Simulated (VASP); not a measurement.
# MnZn3 (Pm-3m) in VASP: single point with LDA

Aim: the single point of MnZn3 with LDA.

Program: VASP 6.6.1. These are calculated values, not measurements. Logs are shortened: lines on timing, memory, paths and dates and some standing lists are left out, and cuts for length are marked.

**1. The cell of the first run**

The structure is cubic, space group Pm-3m (No. 221). Conventional cell: a = 3.860 Å, b = 3.860 Å, c = 3.860 Å, α = 90.00°, β = 90.00°, γ = 90.00°. Mn (site symmetry m-3m) has 12 Zn at 2.73 Å within 3.6 Å. Within 3.6 Å of Zn (site symmetry 4/mmm) lie 4 Mn at 2.73 Å and 8 Zn at 2.73 Å.

**2. Single point, LDA, collinear spin, ferromagnetic start**

Contents of INCAR:

```
PREC     = Accurate       # precision mode
ENCUT    = 500            # plane-wave cutoff, eV
EDIFF    = 1E-6           # SCF threshold, eV
ISMEAR   = 0              # smearing method
SIGMA    = 0.05           # smearing width, eV
LREAL    = F              # projectors in reciprocal space
LASPH    = T              # aspherical terms in the spheres
NELM     = 200            # most SCF steps
ALGO     = Normal         # electronic algorithm
ISIF     = 2              # what is computed and relaxed
LWAVE    = F              # write WAVECAR
LCHARG   = F              # write CHGCAR
ISPIN    = 2              # spin polarisation
MAGMOM   = 3.5 0 0 0      # initial moments
LORBIT   = 11             # projections on sites
LMAXMIX  = 4              # l up to which the mixer works
NBANDS   = 36             # bands
GGA_COMPAT= F
```

Contents of KPOINTS:

```
regular mesh
0
Gamma
  10 10 10
```

Contents of POSCAR:

```
MnZn3
1.0
    3.8600009844      0.0000000000      0.0000000000
    0.0000000000      3.8600009844      0.0000000000
    0.0000000000      0.0000000000      3.8600009844
Mn Zn
1 3
Direct
    0.0000000000      0.0000000000      0.0000000000
    0.0000000000      0.5000000000      0.5000000000
    0.5000000000      0.0000000000      0.5000000000
    0.5000000000      0.5000000000      0.0000000000
```

Potentials or basis: VASP PAW LDA potentials, release 64 (Mn_pv, Zn).

Command:

```console
> cat potpaw_LDA.64/Mn_pv/POTCAR potpaw_LDA.64/Zn/POTCAR > POTCAR
> mpirun -np 1 vasp_std > vasp.out
```

OUTCAR:

```text
PREC = Accurate
   ENCUT = 500
   EDIFF = 1E-6
   ISMEAR = 0
   LREAL = F
   LASPH = T
   NELM = 200
   ISIF = 2
   ISPIN = 2
   LORBIT = 11

 ion  position               nearest neighbor table
   1  0.000  0.000  0.000-   2 2.73   3 2.73   4 2.73   2 2.73   3 2.73   2 2.73   4 2.73   2 2.73
                             3 2.73   4 2.73   3 2.73   4 2.73
   2  0.000  0.500  0.500-   1 2.73   3 2.73   4 2.73   1 2.73   4 2.73   1 2.73   3 2.73   1 2.73
                             3 2.73   4 2.73   4 2.73   3 2.73
   3  0.500  0.000  0.500-   1 2.73   2 2.73   4 2.73   1 2.73   4 2.73   2 2.73   4 2.73   4 2.73
                             1 2.73   2 2.73   1 2.73   2 2.73
   4  0.500  0.500  0.000-   1 2.73   2 2.73   3 2.73   2 2.73   3 2.73   1 2.73   3 2.73   3 2.73
                             1 2.73   2 2.73   2 2.73   1 2.73

  LATTYP: Found a simple cubic cell.
 ALAT       =     3.8600009844

  Lattice vectors:

 A1 = (   3.8600009844,   0.0000000000,   0.0000000000)
 A2 = (   0.0000000000,   3.8600009844,   0.0000000000)
 A3 = (   0.0000000000,   0.0000000000,   3.8600009844)

Analysis of symmetry for initial positions (statically):
=====================================================================
 Subroutine PRICEL returns:
 Original cell was already a primitive cell.

 Routine SETGRP: Setting up the symmetry group for a
 simple cubic supercell.

 Subroutine GETGRP returns: Found 48 space group operations
 (whereof 48 operations were pure point group operations)
 out of a pool of 48 trial point group operations.

The static configuration has the point symmetry O_h .

Analysis of symmetry for dynamics (positions and initial velocities):
=====================================================================
 Subroutine PRICEL returns:
 Original cell was already a primitive cell.

 Routine SETGRP: Setting up the symmetry group for a
 simple cubic supercell.

 Subroutine GETGRP returns: Found 48 space group operations
 (whereof 48 operations were pure point group operations)
 out of a pool of 48 trial point group operations.

The dynamic configuration has the point symmetry O_h .

Analysis of structural, dynamic, and magnetic symmetry:
=====================================================================
 Subroutine PRICEL returns:
 Original cell was already a primitive cell.

 Routine SETGRP: Setting up the symmetry group for a
 simple cubic supercell.

 Subroutine GETGRP returns: Found 48 space group operations
 (whereof 48 operations were pure point group operations)
[... 133 lines left out ...]
   AEXX    =    0.0000 exact exchange contribution
   IVDW    =     0    specifies the selected vdW correction
   LEPSILON=     F    determine dielectric tensor
   LRPA    =     F    only Hartree local field effects (RPA)
 spin polarized calculation
 Gauss-broadening in eV      SIGMA  =   0.05
  energy-cutoff  :      500.00
  volume of cell :       57.51
 maximum number of plane-waves:      1492
   NGX = 15   NGY = 15   NGZ = 15

 number of electron      48.9999838 magnetization       2.5005413

 Free energy of the ion-electron system (eV)
  ---------------------------------------------------
  ext. energy  EPLUGINS =         0.00000000
  ---------------------------------------------------
  free energy    TOTEN  =       -15.26844626 eV

  energy without entropy =      -15.26571904  energy(sigma->0) =      -15.26708265

 E-fermi :   3.8677     XC(G=0): -12.2961

 val. band max:        3.8651528421   @ k =   0.5000   0.4000   0.0000
 cond. band min:       3.8757290001   @ k =   0.3000   0.2000   0.1000
 fundamental gap:      0.0105761580
 Fermi energy:         3.8677116996

 spin component 1

 k-point     1 :       0.0000    0.0000    0.0000
  band No.  band energies     occupation
      1     -44.5819      1.00000
      2     -44.5819      1.00000
      3     -44.5819      1.00000
      4      -5.9005      1.00000
      5      -4.1881      1.00000
      6      -3.9571      1.00000
[... 925 lines left out ...]
     35      13.4218      0.00000
     36      15.2984      0.00000

 [... further k-points ...]

 spin component 2

 k-point     1 :       0.0000    0.0000    0.0000
  band No.  band energies     occupation
      1     -41.9472      1.00000
      2     -41.9472      1.00000
      3     -41.9472      1.00000
      4      -5.8755      1.00000
      5      -4.1825      1.00000
      6      -3.9680      1.00000
[... 925 lines left out ...]
     35      13.6755      0.00000
     36      15.4409      0.00000

 [... further k-points ...]

------------------------ aborting loop because EDIFF is reached ----------------------------------------

  FORCE on cell =-STRESS in cart. coord.  units (eV):
  Direction    XX          YY          ZZ          XY          YZ          ZX
  --------------------------------------------------------------------------------------
  -------------------------------------------------------------------------------------
  Total       -5.0233316     -5.0233316     -5.0233316      0.0000000      0.0000000     -0.0000000
  in kB     -139.9394565   -139.9394565   -139.9394565      0.0000000      0.0000000     -0.0000000
  external PRESSURE =    -139.9394565 kB  Pullay stress =       0.0000000 kB

 VOLUME and BASIS-vectors are now :
 -----------------------------------------------------------------------------
  energy-cutoff  :      500.00
  volume of cell :       57.51
      direct lattice vectors                 reciprocal lattice vectors
     3.860000984  0.000000000  0.000000000     0.259067291  0.000000000  0.000000000
     0.000000000  3.860000984  0.000000000     0.000000000  0.259067291  0.000000000
     0.000000000  0.000000000  3.860000984     0.000000000  0.000000000  0.259067291

 POSITION                                       TOTAL-FORCE (eV/Angst)
 -----------------------------------------------------------------------------------
      0.00000      0.00000      0.00000         0.000000      0.000000      0.000000
      0.00000      1.93000      1.93000         0.000000      0.000000      0.000000
      1.93000      0.00000      1.93000         0.000000      0.000000      0.000000
      1.93000      1.93000      0.00000         0.000000      0.000000      0.000000
 -----------------------------------------------------------------------------------
    total drift:                                0.000000      0.000000      0.000000

  FREE ENERGIE OF THE ION-ELECTRON SYSTEM (eV)
  ---------------------------------------------------
  free  energy   TOTEN  =       -15.2684462630 eV

  energy  without entropy=      -15.2657190365  energy(sigma->0) =      -15.26708265

 total charge

# of ion       s       p       d       tot
------------------------------------------
    1        0.260   6.196   5.113  11.569
    2        0.607   0.494   9.721  10.823
    3        0.607   0.494   9.721  10.823
    4        0.607   0.494   9.721  10.823
--------------------------------------------------
tot          2.081   7.678  34.277  44.037

 magnetization (x)

# of ion       s       p       d       tot
------------------------------------------
    1        0.024   0.002   2.686   2.712
    2       -0.031  -0.037   0.003  -0.065
    3       -0.031  -0.037   0.003  -0.065
    4       -0.031  -0.037   0.003  -0.065
--------------------------------------------------
tot         -0.069  -0.108   2.694   2.517
```

OSZICAR:

```text
N       E                     dE             d eps       ncg     rms          rms(c)
DAV:   1     0.375736220873E+03    0.37574E+03   -0.23390E+04  8568   0.201E+03
DAV:   2     0.142524297459E+02   -0.36148E+03   -0.34293E+03  8064   0.428E+02
DAV:   3    -0.160622088292E+02   -0.30315E+02   -0.29686E+02  8648   0.132E+02
DAV:   4    -0.166018929562E+02   -0.53968E+00   -0.53907E+00  8900   0.186E+01
DAV:   5    -0.166073523958E+02   -0.54594E-02   -0.54592E-02  8584   0.162E+00    0.122E+01
DAV:   6    -0.183247220342E+02   -0.17174E+01   -0.11030E+01  8480   0.345E+01    0.199E+01
DAV:   7    -0.153188957885E+02    0.30058E+01   -0.46122E+00  8596   0.310E+01    0.561E+00
DAV:   8    -0.152701674736E+02    0.48728E-01   -0.58645E-01  8604   0.697E+00    0.198E+00
DAV:   9    -0.152642992685E+02    0.58682E-02   -0.30994E-02  8780   0.143E+00    0.914E-01
DAV:  10    -0.152684539480E+02   -0.41547E-02   -0.62569E-03  8688   0.755E-01    0.371E-01
DAV:  11    -0.152685540243E+02   -0.10008E-03   -0.58499E-04  8608   0.189E-01    0.208E-01
DAV:  12    -0.152684312628E+02    0.12276E-03   -0.31903E-04  8404   0.118E-01    0.420E-02
DAV:  13    -0.152684457657E+02   -0.14503E-04   -0.42035E-05  8484   0.493E-02    0.208E-02
DAV:  14    -0.152684462630E+02   -0.49731E-06   -0.17733E-06  7064   0.130E-02
   1 F= -.15268446E+02 E0= -.15267083E+02  d E =-.272723E-02  mag=     2.4994
```

Wall time 2.4 min (1 thread of AMD EPYC 7R13 (Zen 3), shared host); peak memory 0.23 GiB.

What came out:

- Free energy: -15.2684 eV
- Pressure: -14.0 GPa
- Net moment: 2.50 μB per cell
- Site moments: Mn +2.71; Zn -0.07 μB
- Valence electrons inside the program's atomic spheres: Mn 11.57; Zn 10.82

Levels at points of the mesh, in eV from the Fermi level:
Spin up:
```
           k point  band 22  band 23  band 24  band 25  band 26  band 27  band 28  band 29  band 30  band 31
(0.00, 0.00, 0.00)    -1.14    -1.14    -1.14    -0.09    -0.09    -0.09     3.75     3.75     4.60     9.10
(0.50, 0.00, 0.00)    -1.98    -1.98    -1.21    -1.16     3.79     3.79     3.82     3.83     3.83     5.27
(0.50, 0.50, 0.00)    -3.79    -1.74    -1.74    -1.24    -0.64    -0.29     5.70     6.83     6.95     6.95
(0.50, 0.50, 0.50)    -2.66    -1.88    -1.88    -1.88    -1.12    -1.12     1.32     1.32     1.32     2.23
```
Spin down:
```
           k point  band 20  band 21  band 22  band 23  band 24  band 25  band 26  band 27
(0.00, 0.00, 0.00)    -0.62    -0.62    -0.05    -0.05    -0.05     0.94     0.94     0.94
(0.50, 0.00, 0.00)    -6.45    -0.46    -0.46    -0.31     0.93     1.08     3.74     3.94
(0.50, 0.50, 0.00)    -3.86    -3.86    -3.32     0.05     0.05     1.14     1.39     1.57
(0.50, 0.50, 0.50)    -2.32    -2.32    -2.32    -1.80    -1.80    -1.80     1.28     1.28
```

Caveat: the cell stands under tension.
